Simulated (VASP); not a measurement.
Runs of VASP 6.6.1 on GaN. The structure is that of space group Fm-3m (No. 225), or close to it. The cells are those of the table. 

| level | cell | cutoff (eV) | smearing | gap on the mesh (eV) | pressure (GPa) |
| --- | --- | --- | --- | --- | --- |
| PBE | a = 3.013 Å, angles 59.3°, 2 atoms | 600 | fermi-dirac 0.02 eV | 0.52 | 5.2 |
| PBE | a = 2.982, b = 2.949, c = 2.949 Å, angles 60.7, 59.6, 59.6°, 2 atoms | 600 | fermi-dirac 0.02 eV | 0.64 | 15.0 |
| r2SCAN | a = 3.013 Å, angles 59.3°, 2 atoms | 660 | gaussian 0.01 eV | (b) | (a) |
| r2SCAN | a = 2.982, b = 2.949, c = 2.949 Å, angles 60.7, 59.6, 59.6°, 2 atoms | 660 | gaussian 0.01 eV | 1.16 | 7.3 |

Alike in all rows: task single point; potentials or basis VASP PAW PBE potentials, release 64 (Ga_d, N); no spin polarisation; k mesh 10 × 10 × 10.

Problem. Estimate the missing entries.

Solution. (a) -2.5; (b) 1.03.

Caveats: the PAW data sets were made with another functional, which shifts forces and pressure a little (some runs).

A k mesh can miss the band edges, and the runs leave out spin-orbit coupling on Ga.
